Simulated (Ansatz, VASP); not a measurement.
Two plane-wave programs on Ca2AlO

Contents of INCAR:

```
SYSTEM = Ca2AlO
PREC = Accurate
ENCUT = 600
EDIFF = 1E-7
ISMEAR = 0
SIGMA = 0.1
LREAL = .False.
LASPH = .True.
NELM = 100
ALGO = Normal
ISIF = 3
LWAVE = .False.
LCHARG = .False.
GGA = PE
IBRION = 2
NSW = 90
EDIFFG = -0.04
```

Contents of KPOINTS:

```
regular mesh
0
Gamma
  6 6 6
  0 0 0
```

Contents of POSCAR:

```
Ca2AlO
1.0
    1.7479993100      1.0092078700      6.2900539000
   -1.7479993100      1.0092078700      6.2900539000
    0.0000000000     -2.0184157400      6.2900539000
Ca Al O
2 1 1
Direct
    0.2638869000      0.2638869000      0.2638869000
    0.7361131000      0.7361131000      0.7361131000
    0.0000000000      0.0000000000      0.0000000000
    0.5000000000      0.5000000000      0.5000000000
```

Input for Ansatz:

```yaml
crystal:
  lattice:
    - [1.74799931, 1.00920787, 6.2900539]
    - [-1.74799931, 1.00920787, 6.2900539]
    - [0.0, -2.01841574, 6.2900539]
  atoms:
    - { symbol: Ca, position: [0.2638869, 0.2638869, 0.2638869] }
    - { symbol: Ca, position: [0.7361131, 0.7361131, 0.7361131] }
    - { symbol: Al, position: [0.0, 0.0, 0.0] }
    - { symbol: O, position: [0.5, 0.5, 0.5] }
basis:
  ecutwfc: 420
kpoints:
  mp_grid: { grid: [6, 6, 6] }
hamiltonian:
  xc: pbe
scf:
  occupations: { method: gaussian, width: 0.1 }
  lower_state_search: "off"
output:
  forces: true
  stress: true
  eigenvalues: true
relax:
  adjacent_minimum: "off"
  f_tol: 0.04
  max_steps: 70
  cell: { stress_tol: 0.4 }
```

Change from the starting cell: species swapped into the NaVSe2 type (R-3m, No. 166).

Alike in both runs: task relaxation of cell and atoms; functional PBE; k mesh 6 × 6 × 6; occupations gaussian, width 0.1 eV; no spin polarisation.

|  | VASP | Ansatz |
| --- | --- | --- |
| version | VASP 6.6.1 | Ansatz 0.2.0 |
| potentials or method | VASP PAW PBE potentials, release 64 (Ca_sv, Al, O), cutoff 600 eV | scalar-relativistic, plane waves, PAW |
| valence electrons in the cell | 29 | 29 |

```csv
,VASP,Ansatz,Ansatz less VASP
"gap on the k mesh at the Fermi level, each at its own relaxed structure (eV)",none,none,-
relaxed volume (Å³/atom),20.46,20.51,+0.054
relaxed cell length with the largest relative difference (Å),8.081,8.117,+0.0360
```

A gap of «none» marks a metal or a gap that the smearing closes.

Noted on VASP's run: the volume moved by over 15 % at a fixed basis, so the end points are rough.
